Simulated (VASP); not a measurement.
# LiF: relaxation of cell and atoms with PBE

LiF:

```
Li F
1.0
     3.33819    0.00000    0.00000
    -1.66910    2.89096    0.00000
     0.00000    0.00000    4.90801
Li F
3 3
Direct
  0.49867 0.83589 0.67382
  0.57438 0.24546 0.23459
  0.75454 0.32892 0.90125
  0.16411 0.66278 0.34048
  0.33722 0.50133 0.00715
  0.67108 0.42562 0.56792
```

The cell was generated, and may not be a known phase.

* Program: VASP 6.6.1
* Task: relaxation of cell and atoms
* Functional: PBE
* Potentials or basis: VASP PAW PBE potentials, release 64 (Li_sv, F)
* Cutoff: 600 eV
* k mesh: 6 × 6 × 4
* Occupations: gaussian, width 0.1 eV
* Spin: no spin polarisation
* Dipole correction: no
* Further INCAR settings: ALGO = Normal; EDIFF = 1e-06; IBRION = 2; EDIFFG = -0.04; NSW = 90; ISIF = 3

| Item | Value |
| --- | --- |
| Relaxed volume | 8.95 Å³/atom |
| Relaxed cell | a = 3.620 Å, b = 3.134 Å, c = 5.963 Å, α = 81.90°, β = 103.93°, γ = 125.17° |
| Space group after relaxing (to 0.1 Å) | C2 (No. 5) |
| Energy gained by relaxing | 1111.4 meV/atom |
| Ionic steps | 26 |
| Pressure after relaxing | -0.1 GPa |
| Largest force after relaxing | 0.036 eV/Å |
| Band gap on the k mesh | 7.90 eV (least direct gap 7.97 eV) |

Forces on the atoms (eV/Å):
```
Li   0.010 -0.025 -0.025
Li  -0.030  0.006  0.006
Li  -0.001  0.014  0.023
F    0.001 -0.009  0.016
F    0.015  0.020 -0.014
F    0.005 -0.006 -0.007
```

Step by step:
| step | energy change (eV) | largest force (eV/Å) | pressure (GPa) | volume (Å³) |
| --- | --- | --- | --- | --- |
| 1 | 0.0000 | 7.4152 | 39.76 | 47.37 |
| 2 | -4.6681 | 1.9938 | 6.25 | 61.43 |
| 3 | -4.6756 | 2.0481 | 5.73 | 62.04 |
| 4 | -5.3132 | 1.2348 | -4.77 | 66.63 |
| 5 | -5.3345 | 1.1667 | -6.63 | 67.70 |
| 6 | -5.7046 | 0.9604 | -4.30 | 64.60 |
| 7 | -5.9561 | 1.4904 | 1.81 | 59.32 |
| 8 | -6.2303 | 0.8408 | 1.52 | 57.95 |
| 9 | -6.2955 | 0.9730 | 2.01 | 56.87 |
| 10 | -6.4540 | 0.5273 | -1.53 | 57.72 |
| 11 | -6.4672 | 0.6050 | -2.67 | 58.07 |
| 12 | -6.5590 | 0.3406 | -0.87 | 56.35 |
| 13 | -6.5731 | 0.4336 | 0.34 | 55.38 |
| 14 | -6.6147 | 0.3095 | -0.37 | 55.09 |
| 15 | -6.6285 | 0.3314 | -0.87 | 54.80 |
| 16 | -6.6487 | 0.2110 | 0.48 | 53.79 |
| 17 | -6.6487 | 0.2145 | 0.52 | 53.76 |
| 18 | -6.6571 | 0.1163 | -0.20 | 54.11 |
| 19 | -6.6579 | 0.0874 | -0.50 | 54.26 |
| 20 | -6.6613 | 0.0714 | 0.17 | 53.90 |
| 21 | -6.6616 | 0.0742 | 0.41 | 53.76 |
| 22 | -6.6642 | 0.0707 | 0.09 | 53.83 |
| 23 | -6.6647 | 0.0733 | -0.14 | 53.87 |
| 24 | -6.6666 | 0.0416 | -0.06 | 53.80 |
| 25 | -6.6673 | 0.0570 | 0.03 | 53.70 |
| 26 | -6.6682 | 0.0364 | -0.06 | 53.68 |

Final structure:
```
Li F
1.0
     3.59020    0.01303   -0.46027
    -1.79871    2.55558    0.24077
    -0.68816   -0.01223    5.92356
Li F
3 3
Cartesian
  -0.4341 1.6354 3.6883
  0.9916 0.9682 1.5422
  1.7491 0.9452 5.3580
  -0.8118 1.5781 1.7722
  -0.0488 1.5498 5.5942
  1.3650 0.9836 3.4532
```

Levels at points of the mesh, in eV from the valence-band top:
| k point | band 11 | band 12 | band 13 | band 14 | band 15 | band 16 | band 17 | band 18 | band 19 |
| --- | --- | --- | --- | --- | --- | --- | --- | --- | --- |
| (0.00, 0.00, 0.00) | -1.04 | -0.83 | -0.65 | -0.62 | -0.07 | 7.90 | 12.01 | 12.07 | 15.11 |
| (0.50, 0.00, 0.00) | -1.14 | -1.08 | -0.91 | -0.53 | -0.37 | 10.20 | 10.66 | 11.98 | 15.28 |
| (0.00, 0.50, 0.00) | -1.91 | -1.32 | -1.24 | -0.93 | -0.35 | 11.05 | 11.95 | 12.43 | 15.44 |
| (0.50, 0.50, 0.00) | -1.12 | -1.06 | -0.91 | -0.54 | -0.38 | 10.17 | 10.69 | 11.98 | 15.24 |
| (0.00, 0.00, 0.50) | -0.96 | -0.82 | -0.74 | -0.67 | -0.62 | 9.06 | 9.16 | 14.67 | 14.86 |
| (0.50, 0.00, 0.50) | -1.25 | -1.14 | -1.06 | -0.67 | -0.03 | 10.16 | 10.68 | 11.98 | 15.19 |
| (0.00, 0.50, 0.50) | -1.45 | -1.30 | -1.08 | -0.95 | -0.56 | 11.07 | 11.23 | 13.96 | 14.90 |
| (0.50, 0.50, 0.50) | -1.25 | -1.17 | -1.07 | -0.66 | -0.02 | 10.17 | 10.65 | 12.00 | 15.23 |

It took 9 min on 1 thread of Intel(R) Xeon(R) 6975P-C (Granite Rapids), on a shared host, peak memory 0.21 GiB.

Caveat: the cutoff is under 1.25 times the usual one of these potentials, so pressure, stress and relaxed cells hold a basis-set (Pulay) error; a cell axis changed by over 15 % at a fixed basis, so the end point is rough. A k mesh can miss the band edges.
